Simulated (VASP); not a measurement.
# KMgF3 (P4/mmm) in VASP: a series of runs, part 2 of 2

VASP 6.6.1. The steps go on from the part before.

## Step 3: Single point, PBE (strain +0.040 along x and y, +0.000 along z)

File INCAR:

```
PREC = Accurate
ENCUT = 520
EDIFF = 1E-6
ISMEAR = 0
SIGMA = 0.05
LREAL = False
LASPH = True
NELM = 100
ALGO = Normal
ISIF = 2
LWAVE = False
LCHARG = True
GGA = PE
LELF = True
LVHAR = True
NBANDS = 24
```

File KPOINTS:

```
regular mesh
0
Gamma
  6 6 6
```

File POSCAR:

```
KMgF3
1.0
    4.1453360000      0.0000000000      0.0000000000
    0.0000000000      4.1453360000      0.0000000000
    0.0000000000      0.0000000000      3.9859000000
K Mg F
1 1 3
Direct
    0.5000000000      0.5000000000      0.5000000000
    0.0000000000      0.0000000000      0.0000000000
    0.5000000000      0.0000000000      0.0000000000
    0.0000000000      0.5000000000      0.0000000000
    0.0000000000      0.0000000000      0.5000000000
```

Potentials or basis: VASP PAW PBE potentials, release 64 (K_sv, Mg, F).

Command:

```bash
> cat potpaw_PBE.64/K_sv/POTCAR potpaw_PBE.64/Mg/POTCAR potpaw_PBE.64/F/POTCAR > POTCAR
> mpirun -np 1 vasp_std > vasp.out
```

Run time: 44 s. Hardware: 1 thread of Intel Xeon Platinum 8259CL at 2.50GHz (Skylake/Cascade Lake), shared host; peak memory 0.22 GiB.

Results (log left out):

* Free energy: -24.4219 eV
* Pressure: -2.0 GPa
* Band gap on the k mesh: 6.73 eV (least direct gap 7.04 eV)

Stress tensor (GPa, compression positive):
```
-3.00  0.00  0.00
 0.00 -3.00  0.00
 0.00  0.00  0.04
```

Levels at points of the mesh, in eV from the valence-band top:
```csv
k point,band 13,band 14,band 15,band 16,band 17,band 18,band 19,band 20
"(0.00, 0.00, 0.00)",-0.49,-0.32,-0.32,-0.32,6.73,9.89,10.04,11.85
"(0.50, 0.00, 0.00)",-0.73,-0.69,-0.50,-0.47,9.56,9.63,10.82,12.28
"(0.50, 0.50, 0.00)",-0.96,-0.83,-0.83,-0.04,10.40,11.16,11.80,11.80
"(0.00, 0.00, 0.50)",-0.92,-0.74,-0.48,-0.48,9.71,9.73,11.08,12.40
"(0.50, 0.00, 0.50)",-0.89,-0.77,-0.77,-0.02,10.43,11.36,11.89,12.01
"(0.50, 0.50, 0.50)",-1.00,-0.01,0.00,0.00,10.11,10.11,10.15,13.22
```

Caveat: the cell differs from its parent crystal (strain +0.040 along x and y, +0.000 along z).

## Step 4: Single point, PBE (strain +0.040 along x and y, +0.080 along z)

File INCAR:

```
SYSTEM = KMgF3
ALGO     = Normal         ! electronic algorithm
EDIFF    = 1E-6           ! SCF threshold, eV
ENCUT    = 520            ! plane-wave cutoff, eV
GGA      = PE             ! functional
ISIF     = 2              ! what is computed and relaxed
ISMEAR   = 0              ! smearing method
LASPH    = .TRUE.         ! aspherical terms in the spheres
LCHARG   = .FALSE.        ! write CHGCAR
LREAL    = .FALSE.        ! projectors in reciprocal space
LWAVE    = .FALSE.        ! write WAVECAR
NBANDS   = 24             ! bands
NELM     = 60             ! most SCF steps
PREC     = Accurate       ! precision mode
SIGMA    = 0.05           ! smearing width, eV
```

File KPOINTS:

```
k-points
0
G
  6 6 6
  0 0 0
```

POSCAR: that of step 3 with these lines changed.

```diff
@@ -4,3 +4,3 @@
     0.0000000000      4.1453360000      0.0000000000
-    0.0000000000      0.0000000000      3.9859000000
+    0.0000000000      0.0000000000      4.3047720000
 K Mg F
```

Command:

```bash
> cat potpaw_PBE.64/K_sv/POTCAR potpaw_PBE.64/Mg/POTCAR potpaw_PBE.64/F/POTCAR > POTCAR
> mpirun -np 1 vasp_std > vasp.out
```

Run time: 41 s. Hardware: 1 thread of Intel Xeon Platinum 8259CL at 2.50GHz (Skylake/Cascade Lake), shared host; peak memory 0.22 GiB.

The run converged. Its results:

| Property | Result |
| --- | --- |
| Free energy | -24.2966 eV |
| Pressure | -5.8 GPa |
| Band gap on the k mesh | 6.22 eV (least direct gap 6.52 eV) |

Stress tensor (GPa, compression positive):
```
-5.23  0.00  0.00
 0.00 -5.23  0.00
 0.00  0.00 -6.91
```

Levels at points of the mesh, in eV from the valence-band top:
```
           k point  band 13  band 14  band 15  band 16  band 17  band 18  band 19  band 20
(0.00, 0.00, 0.00)    -0.47    -0.31    -0.30    -0.30     6.22     9.77     9.90    11.74
(0.50, 0.00, 0.00)    -0.75    -0.65    -0.45    -0.42     8.97     9.21    10.77    11.89
(0.50, 0.50, 0.00)    -0.89    -0.65    -0.65    -0.01     9.96    11.00    11.34    11.34
(0.00, 0.00, 0.50)    -0.58    -0.58    -0.46    -0.46     8.89     9.05    10.55    12.09
(0.50, 0.00, 0.50)    -0.83    -0.82    -0.70    -0.03     9.91    10.83    11.13    11.26
(0.50, 0.50, 0.50)    -0.93    -0.01    -0.01     0.00     9.79     9.83     9.83    12.63
```

Caveat: the cell differs from its parent crystal (strain +0.040 along x and y, +0.080 along z); the cell stands under tension. A k mesh can miss the band edges.

## Step 5: Single point, PBE (strain +0.080 along x and y, +0.040 along z)

File INCAR:

```
SYSTEM = KMgF3
ALGO = Normal
EDIFF = 1E-6
ENCUT = 520
GGA = PE
ISIF = 2
ISMEAR = 0
LASPH = .TRUE.
LCHARG = .FALSE.
LREAL = .FALSE.
LWAVE = .FALSE.
NBANDS = 24
NELM = 100
PREC = Accurate
SIGMA = 0.05
```

KPOINTS is that of step 4.

POSCAR: that of step 4 with these lines changed.

```diff
@@ -2,5 +2,5 @@
 1.0
-    4.1453360000      0.0000000000      0.0000000000
-    0.0000000000      4.1453360000      0.0000000000
-    0.0000000000      0.0000000000      4.3047720000
+    4.3047720000      0.0000000000      0.0000000000
+    0.0000000000      4.3047720000      0.0000000000
+    0.0000000000      0.0000000000      4.1453360000
 K Mg F
```

Potentials or basis: VASP PAW PBE potentials, release 64 (K_sv, Mg, F).

Command:

```bash
> cat potpaw_PBE.64/K_sv/POTCAR potpaw_PBE.64/Mg/POTCAR potpaw_PBE.64/F/POTCAR > POTCAR
> mpirun -np 1 vasp_std > vasp.out
```

OUTCAR:

```text
SYSTEM = KMgF3
   EDIFF = 1E-6
   ENCUT = 520
   GGA = PE
   ISIF = 2
   ISMEAR = 0
   LASPH = .TRUE.
   LREAL = .FALSE.
   NELM = 100
   PREC = Accurate

 ion  position               nearest neighbor table
   1  0.500  0.500  0.500-   2 3.68   2 3.68   2 3.68   2 3.68   2 3.68   2 3.68   2 3.68   2 3.68

   2  0.000  0.000  0.000-   5 2.07   5 2.07   3 2.15   4 2.15   4 2.15   3 2.15   1 3.68   1 3.68
                             1 3.68   1 3.68   1 3.68   1 3.68   1 3.68   1 3.68
   3  0.500  0.000  0.000-   2 2.15   2 2.15
[... 854 lines left out ...]
  --------------------------------------------------------------------------------------
  -------------------------------------------------------------------------------------
  Total       -3.6927427     -3.6927427     -2.9300215      0.0000000      0.0000000      0.0000000
  in kB      -77.0193030    -77.0193030    -61.1112754      0.0000000      0.0000000      0.0000000
  external PRESSURE =     -71.7166272 kB  Pullay stress =       0.0000000 kB

 VOLUME and BASIS-vectors are now :
 -----------------------------------------------------------------------------
  energy-cutoff  :      520.00
  volume of cell :       76.82
      direct lattice vectors                 reciprocal lattice vectors
     4.304772000  0.000000000  0.000000000     0.232300340  0.000000000  0.000000000
     0.000000000  4.304772000  0.000000000     0.000000000  0.232300340  0.000000000
     0.000000000  0.000000000  4.145336000     0.000000000  0.000000000  0.241234969

 POSITION                                       TOTAL-FORCE (eV/Angst)
 -----------------------------------------------------------------------------------
      2.15239      2.15239      2.07267         0.000000      0.000000      0.000000
      0.00000      0.00000      0.00000         0.000000      0.000000      0.000000
      2.15239      0.00000      0.00000         0.000000      0.000000      0.000000
      0.00000      2.15239      0.00000         0.000000      0.000000      0.000000
      0.00000      0.00000      2.07267         0.000000      0.000000      0.000000
 -----------------------------------------------------------------------------------
    total drift:                                0.000000      0.000000     -0.000000

  FREE ENERGIE OF THE ION-ELECTRON SYSTEM (eV)
  ---------------------------------------------------
  free  energy   TOTEN  =       -24.1850284829 eV

  energy  without entropy=      -24.1850284829  energy(sigma->0) =      -24.18502848
```

OSZICAR:

```text
N       E                     dE             d eps       ncg     rms          rms(c)
DAV:   1     0.221078284962E+03    0.22108E+03   -0.16801E+04  1960   0.124E+03
DAV:   2    -0.140452725823E+02   -0.23512E+03   -0.22608E+03  2504   0.330E+02
DAV:   3    -0.261058967644E+02   -0.12061E+02   -0.12006E+02  2864   0.696E+01
DAV:   4    -0.265359411050E+02   -0.43004E+00   -0.42998E+00  2544   0.804E+00
DAV:   5    -0.265392317137E+02   -0.32906E-02   -0.32906E-02  2656   0.683E-01    0.897E+00
DAV:   6    -0.242140028280E+02    0.23252E+01   -0.81061E+00  2376   0.182E+01    0.355E+00
DAV:   7    -0.241936853179E+02    0.20318E-01   -0.22525E-01  2320   0.264E+00    0.210E+00
DAV:   8    -0.241847209379E+02    0.89644E-02   -0.87272E-02  2400   0.270E+00    0.310E-01
DAV:   9    -0.241847322086E+02   -0.11271E-04   -0.13402E-02  2528   0.776E-01    0.144E-01
DAV:  10    -0.241850536696E+02   -0.32146E-03   -0.88008E-04  2496   0.178E-01    0.959E-02
DAV:  11    -0.241850333744E+02    0.20295E-04   -0.11592E-04  2448   0.795E-02    0.453E-02
DAV:  12    -0.241850282747E+02    0.50997E-05   -0.53261E-05  2296   0.488E-02    0.493E-03
DAV:  13    -0.241850284829E+02   -0.20817E-06   -0.14547E-06  2280   0.800E-03
   1 F= -.24185028E+02 E0= -.24185028E+02  d E =-.586026E-21
```

stdout:

```text
POSCAR found type information on POSCAR K MgF
 POSCAR found :  3 types and       5 ions
 scaLAPACK will be used
 LDA part: xc-table for (Slater+PW92), standard interpolation
 POSCAR, INCAR and KPOINTS ok, starting setup
 FFT: planning ... GRIDC
 FFT: planning ... GRID_SOFT
 FFT: planning ... GRID
 WAVECAR not read
 entering main loop
```

Run time: 42 s. Hardware: 1 thread of Intel Xeon Platinum 8259CL at 2.50GHz (Skylake/Cascade Lake), shared host; peak memory 0.22 GiB.

What came out:

```yaml
Free_energy: -24.1850 eV
Pressure: -7.2 GPa
Band_gap_on_the_k_mesh: 5.99 eV (least direct gap 6.28 eV)
```

Stress tensor (GPa, compression positive):
```
-7.70  0.00  0.00
 0.00 -7.70  0.00
 0.00  0.00 -6.11
```

Caveat: the cell differs from its parent crystal (strain +0.080 along x and y, +0.040 along z); the cell stands under tension. A k mesh can miss the band edges.

## Step 6: Summary

| cell | gap on the mesh (eV) | pressure (GPa) |
| --- | --- | --- |
| a = 3.986, b = 3.986, c = 4.145 Å, 5 atoms | 6.99 | 0.5 |
| a = 4.145, b = 4.145, c = 3.986 Å, 5 atoms | 6.73 | -2.0 |
| a = 4.145, b = 4.145, c = 4.305 Å, 5 atoms | 6.22 | -5.8 |
| a = 4.305, b = 4.305, c = 4.145 Å, 5 atoms | 5.99 | -7.2 |

Alike in all rows: task single point; level PBE; potentials or basis VASP PAW PBE potentials, release 64 (K_sv, Mg, F); no spin polarisation; k mesh 6 × 6 × 6; cutoff (eV) 520; smearing gaussian 0.05 eV.

Caveats: the cell stands under tension (at least some runs).

Total energies depend on the potentials used, so only differences within one code and one set of settings carry meaning.
